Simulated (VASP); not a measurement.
# CdHg5Te6 (P4/mmm) in VASP: a series of runs

Runs on CdHg5Te6. Level: PBE. Tasks: single point.

Program: VASP 6.6.1. These are calculated values, not measurements. Logs are shortened: lines on timing, memory, paths and dates and some standing lists are left out, and cuts for length are marked.

### 1 The cell of the first run

Symmetry: P4/mmm, No. 123, tetragonal system. The conventional cell has a = 4.421 Å, b = 4.421 Å, c = 18.756 Å, α = 90.00°, β = 90.00°, γ = 90.00°. Within 4.1 Å of Cd (site symmetry 4/mmm) lie 6 Te at 3.13 Å. Hg (site symmetry 4/mmm) has 6 Te at 3.13 Å within 4.1 Å. Hg (site symmetry 4mm) has 6 Te at 3.13 Å within 4.1 Å. Hg (site symmetry 4mm) has 6 Te at 3.13 Å within 4.1 Å. Within 4.1 Å of Te (site symmetry 4mm) lie 6 Hg at 3.13 Å. Te (site symmetry 4mm) has 5 Hg at 3.13 Å and 1 Cd at 3.13 Å within 4.1 Å. Te (site symmetry 4/mmm) has 4 Cd at 3.13 Å and 2 Hg at 3.13 Å within 4.1 Å. Te (site symmetry 4/mmm) has 6 Hg at 3.13 Å within 4.1 Å.

### 2 Single point, PBE

Contents of INCAR:

```
PREC = Accurate
ENCUT = 520
EDIFF = 1E-7
ISMEAR = 0
SIGMA = 0.1
LREAL = F
LASPH = T
NELM = 100
ALGO = Normal
ISIF = 2
LWAVE = F
LCHARG = F
GGA = PE
NBANDS = 66
```

Contents of KPOINTS:

```
Automatic mesh
0
Gamma
  4 4 1
```

Contents of POSCAR:

```
CdHg5Te6
1.0
    4.4209114000      0.0000000000      0.0000000000
    0.0000000000      4.4209114000      0.0000000000
    0.0000000000      0.0000000000     18.7563385900
Cd Hg Te
1 5 6
Direct
    0.5000000000      0.5000000000      0.5000000000
    0.0000000000      0.0000000000      0.0000000000
    0.5000000000      0.5000000000      0.1666666700
    0.0000000000      0.0000000000      0.3333333300
    0.0000000000      0.0000000000      0.6666666700
    0.5000000000      0.5000000000      0.8333333300
    0.0000000000      0.0000000000      0.1666666700
    0.5000000000      0.5000000000      0.3333333300
    0.0000000000      0.0000000000      0.5000000000
    0.5000000000      0.5000000000      0.6666666700
    0.0000000000      0.0000000000      0.8333333300
    0.5000000000      0.5000000000      0.0000000000
```

Potentials or basis: VASP PAW PBE potentials, release 64 (Cd, Hg, Te).

Command:

```console
$ cat potpaw_PBE.64/Cd/POTCAR potpaw_PBE.64/Hg/POTCAR potpaw_PBE.64/Te/POTCAR > POTCAR
$ mpirun -np 1 vasp_std > vasp.out
```

OUTCAR:

```text
PREC = Accurate
   ENCUT = 520
   EDIFF = 1E-7
   ISMEAR = 0
   LREAL = F
   LASPH = T
   NELM = 100
   ISIF = 2
   GGA = PE

 ion  position               nearest neighbor table
   1  0.500  0.500  0.500-   9 3.13   9 3.13   9 3.13   9 3.13  10 3.13   8 3.13
   2  0.000  0.000  0.000-  12 3.13  12 3.13  12 3.13  12 3.13   7 3.13  11 3.13
   3  0.500  0.500  0.167-   8 3.13   7 3.13   7 3.13   7 3.13   7 3.13  12 3.13
   4  0.000  0.000  0.333-   7 3.13   8 3.13   8 3.13   8 3.13   8 3.13   9 3.13
   5  0.000  0.000  0.667-  11 3.13  10 3.13  10 3.13  10 3.13  10 3.13   9 3.13
   6  0.500  0.500  0.833-  10 3.13  11 3.13  11 3.13  11 3.13  11 3.13  12 3.13
   7  0.000  0.000  0.167-   4 3.13   3 3.13   3 3.13   3 3.13   3 3.13   2 3.13
   8  0.500  0.500  0.333-   3 3.13   4 3.13   4 3.13   4 3.13   4 3.13   1 3.13
   9  0.000  0.000  0.500-   1 3.13   1 3.13   1 3.13   1 3.13   5 3.13   4 3.13
  10  0.500  0.500  0.667-   6 3.13   5 3.13   5 3.13   5 3.13   5 3.13   1 3.13
  11  0.000  0.000  0.833-   5 3.13   6 3.13   6 3.13   6 3.13   6 3.13   2 3.13
  12  0.500  0.500  0.000-   2 3.13   2 3.13   2 3.13   2 3.13   6 3.13   3 3.13

  LATTYP: Found a simple tetragonal cell.
 ALAT       =     4.4209114000
 C/A-ratio  =     4.2426406894

  Lattice vectors:

 A1 = (   4.4209114000,   0.0000000000,   0.0000000000)
 A2 = (   0.0000000000,   4.4209114000,   0.0000000000)
 A3 = (   0.0000000000,   0.0000000000,  18.7563385900)

Analysis of symmetry for initial positions (statically):
=====================================================================
 Subroutine PRICEL returns:
 Original cell was already a primitive cell.

 Routine SETGRP: Setting up the symmetry group for a
 simple tetragonal supercell.

 Subroutine GETGRP returns: Found 16 space group operations
 (whereof 16 operations were pure point group operations)
 out of a pool of 16 trial point group operations.

The static configuration has the point symmetry D_4h.

Analysis of symmetry for dynamics (positions and initial velocities):
=====================================================================
 Subroutine PRICEL returns:
 Original cell was already a primitive cell.

 Routine SETGRP: Setting up the symmetry group for a
 simple tetragonal supercell.

 Subroutine GETGRP returns: Found 16 space group operations
 (whereof 16 operations were pure point group operations)
 out of a pool of 16 trial point group operations.

The dynamic configuration has the point symmetry D_4h.

 Subroutine INISYM returns: Found 16 space group operations
 (whereof 16 operations are pure point group operations),
 and found     1 'primitive' translations

----------------------------------------------------------------------------------------

                                     Primitive cell

  volume of cell :     366.5825

  direct lattice vectors                    reciprocal lattice vectors
     4.420911400  0.000000000  0.000000000     0.226197702  0.000000000  0.000000000
     0.000000000  4.420911400  0.000000000     0.000000000  0.226197702  0.000000000
     0.000000000  0.000000000 18.756338590     0.000000000  0.000000000  0.053315310

  length of vectors
     4.420911400  4.420911400 18.756338590     0.226197702  0.226197702  0.053315310

  position of ions in fractional coordinates (direct lattice)
     0.500000000  0.500000000  0.500000000
     0.000000000  0.000000000  0.000000000
     0.500000000  0.500000000  0.166666670
     0.000000000  0.000000000  0.333333330
     0.000000000  0.000000000  0.666666670
     0.500000000  0.500000000  0.833333330
     0.000000000  0.000000000  0.166666670
     0.500000000  0.500000000  0.333333330
     0.000000000  0.000000000  0.500000000
     0.500000000  0.500000000  0.666666670
     0.000000000  0.000000000  0.833333330
     0.500000000  0.500000000  0.000000000

  ion indices of the primitive-cell ions
   primitive index   ion index
                 1           1
                 2           2
                 3           3
                 4           4
                 5           5
                 6           6
                 7           7
                 8           8
                 9           9
                10          10
                11          11
                12          12

----------------------------------------------------------------------------------------

 KPOINTS: Automatic mesh

Automatic generation of k-mesh.
 Grid dimensions read from file:
 generate k-points for:    4    4    1

 Generating k-lattice:

  Cartesian coordinates                     Fractional coordinates (reciprocal lattice)
     0.056549426  0.000000000  0.000000000     0.250000000  0.000000000  0.000000000
     0.000000000  0.056549426  0.000000000     0.000000000  0.250000000  0.000000000
     0.000000000  0.000000000  0.053315310     0.000000000  0.000000000  1.000000000

  Length of vectors
     0.056549426  0.056549426  0.053315310

  Shift w.r.t. Gamma in fractional coordinates (k-lattice)
     0.000000000  0.000000000  0.000000000

 Subroutine IBZKPT returns following result:
 ===========================================

 Found      6 irreducible k-points:

 Following reciprocal coordinates:
            Coordinates               Weight
  0.000000  0.000000  0.000000      1.000000
  0.250000  0.000000  0.000000      4.000000
  0.500000  0.000000  0.000000      2.000000
  0.250000  0.250000  0.000000      4.000000
  0.500000  0.250000  0.000000      4.000000
  0.500000  0.500000  0.000000      1.000000
   k-points           NKPTS =      6   k-points in BZ     NKDIM =      6   number of bands    NBANDS=     66
   number of dos      NEDOS =    301   number of ions     NIONS =     12
   total plane-waves  NPLWV = 181440
   dimension x,y,z NGX =    36 NGY =   36 NGZ =  140
   dimension x,y,z NGXF=    72 NGYF=   72 NGZF=  280
   ions per type =               1   5   6
   NGX,Y,Z   is equivalent  to a cutoff of  13.54, 13.54, 12.41 a.u.
   NGXF,Y,Z  is equivalent  to a cutoff of  27.08, 27.08, 24.82 a.u.
 SYSTEM =  unknown system
   PREC   = accura    normal or accurate (medium, high low for compatibility)
   ISTART =      0    job   : 0-new  1-cont  2-samecut
   ICHARG =      2    charge: 1-file 2-atom 10-const
   ISPIN  =      1    spin polarized calculation?
   LNONCOLLINEAR =      F non collinear calculations
   LSORBIT =      F    spin-orbit coupling
   LASPH  =      T    aspherical Exc in radial PAW
   ENCUT  =  520.0 eV  38.22 Ry    6.18 a.u.   8.22  8.22 34.87*2*pi/ulx,y,z
   NELM   =    100;   NELMIN=  2; NELMDL= -5     # of ELM steps
   EDIFF  = 0.1E-06   stopping-criterion for ELM
   LREAL  =      F    real-space projection
   EDIFFG = 0.1E-05   stopping-criterion for IOM
   NSW    =      0    number of steps for IOM
   IBRION =     -1    ionic relax: 0-MD 1-quasi-New 2-CG
   NFREE  =      0    steps in history (QN), initial steepest desc. (CG)
   ISIF   =      2    stress and relaxation
   ISYM   =      2    0-nonsym 1-usesym 2-fastsym
   POTIM  = 0.5000    time-step for ionic-motion
   TEBEG  =    0.0;   TEEND  =   0.0 temperature during run
   PSTRESS=    0.0 pullay stress
   NELECT =     108.0000    total number of electrons
   NUPDOWN=      -1.0000    fix difference up-down
   EMIN   =  10.00;   EMAX   =-10.00  energy-range for DOS
   EFERMI =   0.00;   METHOD = LEGACY
   ISMEAR =     0;   SIGMA  =   0.10  broadening in eV -4-tet -1-fermi 0-gaus
   EFERMI_NEDOS =   21; number of points for ismear=-14 and -15
   IALGO  =     38    algorithm
   IMIX   =      4    mixing-type and parameters
     AMIX     =   0.40;   BMIX     =  1.00
     AMIX_MAG =   1.60;   BMIX_MAG =  1.00
  volume/ion in A,a.u.               =      30.55       206.15
  Fermi-wavevector in a.u.,A,eV,Ry     =   1.089328  2.058532 16.145170  1.186637
  Thomas-Fermi vector in A             =   2.225529
   LORBIT       =      0    0 simple, 1 ext, 2 COOP (PROOUT), +10 PAW based schemes
   GGA     = PE    functional components
   LHFCALC =     F    Hartree Fock is set to
   AEXX    =    0.0000 exact exchange contribution
   IVDW    =     0    specifies the selected vdW correction
   LEPSILON=     F    determine dielectric tensor
   LRPA    =     F    only Hartree local field effects (RPA)
 non-spin polarized calculation
 Gauss-broadening in eV      SIGMA  =   0.10
  energy-cutoff  :      520.00
  volume of cell :      366.58
 maximum number of plane-waves:      9904
 NGX is ok and might be reduce to    36
   NGX = 17   NGY = 17   NGZ = 69

 number of electron     107.9999987 magnetization

 Free energy of the ion-electron system (eV)
  ---------------------------------------------------
  ext. energy  EPLUGINS =         0.00000000
  ---------------------------------------------------
  free energy    TOTEN  =       -20.70846736 eV

  energy without entropy =      -20.65603347  energy(sigma->0) =      -20.68225042

 E-fermi :   3.6238     XC(G=0):  -9.4935

 val. band max:        3.6024507689   @ k =   0.5000   0.0000   0.0000
 cond. band min:       3.6389933193   @ k =   0.5000   0.0000   0.0000
 fundamental gap:      0.0365425504
 Fermi energy:         3.6237764141

 k-point     1 :       0.0000    0.0000    0.0000
  band No.  band energies     occupation
      1      -7.9422      2.00000
      2      -7.7180      2.00000
      3      -7.6132      2.00000
      4      -7.2563      2.00000
      5      -7.1893      2.00000
      6      -7.0115      2.00000
[... 58 lines left out ...]
     65       8.8066      0.00000
     66       9.6699      0.00000

 k-point     2 :       0.2500    0.0000    0.0000
  band No.  band energies     occupation
      1      -7.6487      2.00000
      2      -7.4452      2.00000
      3      -7.3519      2.00000
      4      -7.0764      2.00000
      5      -7.0354      2.00000
      6      -6.8828      2.00000
[... 58 lines left out ...]
     65       8.5108      0.00000
     66       8.6754      0.00000

 k-point     3 :       0.5000    0.0000    0.0000
  band No.  band energies     occupation
      1      -7.0908      2.00000
      2      -7.0884      2.00000
      3      -7.0082      2.00000
      4      -6.9833      2.00000
      5      -6.9710      2.00000
      6      -6.7725      2.00000
[... 58 lines left out ...]
     65       7.6641      0.00000
     66       7.7308      0.00000

 k-point     4 :       0.2500    0.2500    0.0000
  band No.  band energies     occupation
      1      -7.4464      2.00000
      2      -7.2687      2.00000
      3      -7.1897      2.00000
      4      -6.9949      2.00000
      5      -6.9854      2.00000
      6      -6.8365      2.00000
[... 58 lines left out ...]
     65       8.1951      0.00000
     66       8.7660      0.00000

 k-point     5 :       0.5000    0.2500    0.0000
  band No.  band energies     occupation
      1      -7.0896      2.00000
      2      -7.0855      2.00000
      3      -7.0132      2.00000
      4      -6.9885      2.00000
      5      -6.9759      2.00000
      6      -6.8103      2.00000
[... 58 lines left out ...]
     65       9.0498      0.00000
     66       9.0498      0.00000

 k-point     6 :       0.5000    0.5000    0.0000
  band No.  band energies     occupation
      1      -7.0889      2.00000
      2      -7.0833      2.00000
      3      -7.0182      2.00000
      4      -6.9937      2.00000
      5      -6.9807      2.00000
      6      -6.8440      2.00000
[... 58 lines left out ...]
     65       9.3086      0.00000
     66       9.3398      0.00000

------------------------ aborting loop because EDIFF is reached ----------------------------------------

  FORCE on cell =-STRESS in cart. coord.  units (eV):
  Direction    XX          YY          ZZ          XY          YZ          ZX
  --------------------------------------------------------------------------------------
  -------------------------------------------------------------------------------------
  Total       -4.5398699     -4.5398699     -2.6672259      0.0000000      0.0000000      0.0000000
  in kB      -19.8418564    -19.8418564    -11.6573192      0.0000000      0.0000000      0.0000000
  external PRESSURE =     -17.1136774 kB  Pullay stress =       0.0000000 kB

 VOLUME and BASIS-vectors are now :
 -----------------------------------------------------------------------------
  energy-cutoff  :      520.00
  volume of cell :      366.58
      direct lattice vectors                 reciprocal lattice vectors
     4.420911400  0.000000000  0.000000000     0.226197702  0.000000000  0.000000000
     0.000000000  4.420911400  0.000000000     0.000000000  0.226197702  0.000000000
     0.000000000  0.000000000 18.756338590     0.000000000  0.000000000  0.053315310

 POSITION                                       TOTAL-FORCE (eV/Angst)
 -----------------------------------------------------------------------------------
      2.21046      2.21046      9.37817         0.000000     -0.000000     -0.000000
      0.00000      0.00000      0.00000         0.000000     -0.000000     -0.000000
      2.21046      2.21046      3.12606         0.000000     -0.000000     -0.032938
      0.00000      0.00000      6.25211         0.000000     -0.000000      0.049824
      0.00000      0.00000     12.50423         0.000000     -0.000000     -0.049824
      2.21046      2.21046     15.63028         0.000000     -0.000000      0.032938
      0.00000      0.00000      3.12606         0.000000     -0.000000      0.002688
      2.21046      2.21046      6.25211        -0.000000      0.000000      0.096538
      0.00000      0.00000      9.37817         0.000000     -0.000000     -0.000000
      2.21046      2.21046     12.50423         0.000000      0.000000     -0.096538
      0.00000      0.00000     15.63028         0.000000     -0.000000     -0.002688
      2.21046      2.21046      0.00000         0.000000     -0.000000     -0.000000
 -----------------------------------------------------------------------------------
    total drift:                                0.000000      0.000000      0.000000

  FREE ENERGIE OF THE ION-ELECTRON SYSTEM (eV)
  ---------------------------------------------------
  free  energy   TOTEN  =       -20.7084673635 eV

  energy  without entropy=      -20.6560334715  energy(sigma->0) =      -20.68225042
```

Run time: 4.1 min. Hardware: 1 thread of Intel Xeon 6975P-C (Granite Rapids), shared host; peak memory 0.48 GiB.

What came out:

```yaml
Free_energy: -20.7085 eV
Pressure: -1.7 GPa
Largest_force: 0.097 eV/Å
Band_gap_on_the_k_mesh: zero (band 54 reaches 3.72 eV, above the bottom of band 55 at 1.60 eV)
```

Forces in eV/Å, atoms in the order of the input:
```
Cd   0.000  0.000  0.000
Hg   0.000  0.000  0.000
Hg   0.000  0.000 -0.033
Hg   0.000  0.000  0.050
Hg   0.000  0.000 -0.050
Hg   0.000  0.000  0.033
Te   0.000  0.000  0.003
Te   0.000  0.000  0.097
Te   0.000  0.000  0.000
Te   0.000  0.000 -0.097
Te   0.000  0.000 -0.003
Te   0.000  0.000  0.000
```

Stress tensor (GPa, compression positive):
```
-1.98  0.00  0.00
 0.00 -1.98  0.00
 0.00  0.00 -1.17
```

Caveat: spin-orbit coupling is left out, which moves the levels of the heavy elements.

### 3 Single point, PBE

This run uses another cell than the first one, of 28.91 Å³/atom, 0.946 times its volume.

Contents of INCAR:

```
SYSTEM = CdHg5Te6
  PREC = Accurate
  ENCUT = 520
  EDIFF = 1E-6
  ISMEAR = 0
  SIGMA = 0.1
  LREAL = .FALSE.
  LASPH = .TRUE.
  NELM = 100
  ALGO = Normal
  ISIF = 2
  LWAVE = .FALSE.
  LCHARG = .FALSE.
  GGA = PE
  NBANDS = 66
```

Contents of KPOINTS:

```
regular mesh
0
G
  10 10 2
  0 0 0
```

Contents of POSCAR:

```
CdHg5Te6
1.0
    4.3341753048      0.0000000000      0.0000000000
    0.0000000000      4.3341753048      0.0000000000
    0.0000000000      0.0000000000     18.4648463346
Cd Hg Te
1 5 6
Direct
    0.5000000000      0.5000000000      0.5000000000
    0.0000000000      0.0000000000      0.0000000000
    0.5000000000      0.5000000000      0.1662992083
    0.0000000000      0.0000000000      0.3340915030
    0.0000000000      0.0000000000      0.6659084970
    0.5000000000      0.5000000000      0.8337007917
    0.0000000000      0.0000000000      0.1691951670
    0.5000000000      0.5000000000      0.3375659257
    0.0000000000      0.0000000000      0.5000000000
    0.5000000000      0.5000000000      0.6624340743
    0.0000000000      0.0000000000      0.8308048330
    0.5000000000      0.5000000000      0.0000000000
```

Potentials or basis: VASP PAW PBE potentials, release 64 (Cd, Hg, Te).

Command:

```console
$ cat potpaw_PBE.64/Cd/POTCAR potpaw_PBE.64/Hg/POTCAR potpaw_PBE.64/Te/POTCAR > POTCAR
$ mpirun -np 1 vasp_std > vasp.out
```

It took 27 min on 1 thread of Intel Xeon Platinum 8488C (Sapphire Rapids), shared host; peak memory 0.91 GiB.

The run converged. Its results:

```yaml
Free_energy: -21.2382 eV
Pressure: 0.1 GPa
Largest_force: 0.006 eV/Å
Band_gap_on_the_k_mesh: zero (band 54 reaches 4.38 eV, above the bottom of band 55 at 1.97 eV)
```

Forces on the atoms (eV/Å):
```
Cd   0.000  0.000  0.000
Hg   0.000  0.000  0.000
Hg   0.000  0.000  0.003
Hg   0.000  0.000  0.000
Hg   0.000  0.000  0.000
Hg   0.000  0.000 -0.003
Te   0.000  0.000 -0.004
Te   0.000  0.000 -0.006
Te   0.000  0.000  0.000
Te   0.000  0.000  0.006
Te   0.000  0.000  0.004
Te   0.000  0.000  0.000
```

Levels at points of the mesh, in eV from the Fermi level:
```tsv
k point	band 51	band 52	band 53	band 54	band 55	band 56	band 57	band 58
(0.00, 0.00, 0.00)	-0.98	-0.98	-0.93	-0.82	-0.61	-0.61	-0.59	-0.37
(0.50, 0.00, 0.00)	0.17	0.23	0.23	0.25	2.17	2.27	2.76	2.79
(0.50, 0.50, 0.00)	-2.65	-2.16	-2.15	-2.15	-2.13	-2.12	0.54	0.58
(0.00, 0.00, 0.50)	-1.36	-1.36	-0.78	-0.78	-0.66	-0.66	0.55	0.68
(0.50, 0.00, 0.50)	0.15	0.25	0.29	0.29	2.28	2.32	2.33	2.58
(0.50, 0.50, 0.50)	-2.36	-2.36	-2.25	-2.25	-1.06	-0.99	-0.91	-0.51
```

Caveat: spin-orbit coupling is left out, which moves the levels of the heavy elements.
